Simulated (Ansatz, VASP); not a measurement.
**One calculation of PbS, two programs**

Contents of POSCAR:

```
PbS
1.0
    0.0000000000      2.9705683269      2.9705683269
    2.9705683269      0.0000000000      2.9705683269
    2.9705683269      2.9705683269      0.0000000000
Pb S
1 1
Direct
    0.0000000000      0.0000000000      0.0000000000
    0.5000000000      0.5000000000      0.5000000000
```

The input INCAR.step1:

```
SYSTEM = PbS
PREC = Accurate
ENCUT = 520
EDIFF = 1E-5
ISMEAR = 0
SIGMA = 0.01
LREAL = .FALSE.
LASPH = .TRUE.
NELM = 80
ALGO = Normal
ISIF = 2
LWAVE = .TRUE.
LCHARG = .FALSE.
GGA = PE
NBANDS = 17
```

File INCAR.step2:

```
SYSTEM = PbS
PREC = Accurate
ENCUT = 520
EDIFF = 1E-7
ISMEAR = 0
SIGMA = 0.01
LREAL = .FALSE.
LASPH = .TRUE.
NELM = 80
ALGO = Normal
ISIF = 2
LWAVE = .FALSE.
LCHARG = .FALSE.
GGA = PE
LHFCALC = .TRUE.
AEXX = 0.1
PRECFOCK = Normal
ISTART = 1
NBANDS = 17
```

The input KPOINTS:

```
Automatic mesh
0
G
  4 4 4
  0 0 0
```

Input for Ansatz:

```yaml
crystal:
  lattice:
    - [0.0, 2.9705683269, 2.9705683269]
    - [2.9705683269, 0.0, 2.9705683269]
    - [2.9705683269, 2.9705683269, 0.0]
  atoms:
    - { symbol: Pb, position: [0.0, 0.0, 0.0] }
    - { symbol: S, position: [0.5, 0.5, 0.5] }
kpoints:
  mp_grid: { grid: [4, 4, 4] }
hamiltonian:
  xc: { exchange: pbe, correlation: pbe, exx: { coeff: 0.1 } }
scf:
  occupations: { method: fixed }
  n_extra_bands: 4
output:
  forces: true
  stress: true
  eigenvalues: true
```

Alike in both runs: task single point; functional PBE-based global hybrid; k mesh 4 × 4 × 4; no spin polarisation.

```csv
,VASP,Ansatz
version,VASP 6.6.1,Ansatz 0.2.0
potentials or method,"VASP PAW PBE potentials, release 64 (Pb_d, S)",plane waves
plane-wave cutoff (eV),520,420
occupations,"gaussian, width 0.01 eV",fixed
valence electrons in the cell,20,20
```

```tsv
	VASP	Ansatz	Ansatz less VASP
gap on the k mesh at the Fermi level (eV)	0.82	0.78	-0.034
pressure (GPa)	1.4	1.6	+0.14
```

VASP's potentials were made for PBE, not for PBE-based global hybrid. Ansatz's warnings: stress exchange threshold loose, stress scf threshold loose.

The k mesh is coarse, so the values compare programs but aren't converged. Neither program's run includes spin-orbit coupling.
